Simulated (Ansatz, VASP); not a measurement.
## One calculation of Zr, two programs

File INCAR:

```
ALGO = Normal
EDIFF = 1E-7
ENCUT = 520
GGA = PS
ISIF = 2
ISMEAR = -1
LASPH = T
LCHARG = F
LREAL = F
LWAVE = F
NBANDS = 19
NELM = 80
PREC = Accurate
SIGMA = 0.08
```

File KPOINTS:

```
k-points
0
Gamma
  13 13 7
```

File POSCAR:

```
Zr
1.0
    3.2319982225      0.0000000000      0.0000000000
   -1.6159991112      2.7989925656      0.0000000000
    0.0000000000      0.0000000000      5.0955300000
Zr
2
Direct
    0.3333333333      0.6666666667      0.2500000000
    0.6666666667      0.3333333333      0.7500000000
```

Input for Ansatz:

```yaml
crystal:
  lattice:
    - [3.2319982225, 0.0, 0.0]
    - [-1.6159991112, 2.7989925656, 0.0]
    - [0.0, 0.0, 5.09553]
  atoms:
    - { symbol: Zr, position: [0.3333333333, 0.6666666667, 0.25] }
    - { symbol: Zr, position: [0.6666666667, 0.3333333333, 0.75] }
kpoints:
  mp_grid: { grid: [13, 13, 7] }
  band_path:
    path:
      - [0.0, 0.0, 0.0]
      - [0.5, 0.0, 0.0]
      - [0.3333333333, 0.3333333333, 0.0]
      - [0.0, 0.0, 0.0]
      - [0.0, 0.0, 0.5]
      - [0.5, 0.0, 0.5]
      - [0.3333333333, 0.3333333333, 0.5]
      - [0.0, 0.0, 0.5]
      - [0.5, 0.0, 0.5]
    npoints: 5
scf:
  occupations: { method: fermi_dirac, width: 0.08 }
hamiltonian:
  xc: pbesol
  pseudopotentials: { kind: all_electron, lapw: { basis_error: 0.001 } }
output:
  forces: true
  stress: true
  eigenvalues: true
```

Change from the starting cell: zz strain of -1 %.

Alike in both runs: task single point; functional PBEsol; k mesh 13 × 13 × 7; occupations fermi-dirac, width 0.08 eV; no spin polarisation.

|  | VASP | Ansatz |
| --- | --- | --- |
| version | VASP 6.6.1 | Ansatz 0.2.0 |
| potentials or method | VASP PAW PBE potentials, release 64 (Zr_sv), cutoff 520 eV | all-electron LAPW, scalar-relativistic |

|  | VASP | Ansatz | Ansatz less VASP |
| --- | --- | --- | --- |
| pressure (GPa) | -2.3 | -2.3 | -0.03 |
| traceless stress, the component that is largest in VASP (GPa) | 1.08 | 1.08 | -0.003 |

VASP's potentials were made for PBE, not for PBEsol. Ansatz ran all-electron here, and VASP with PAW potentials.
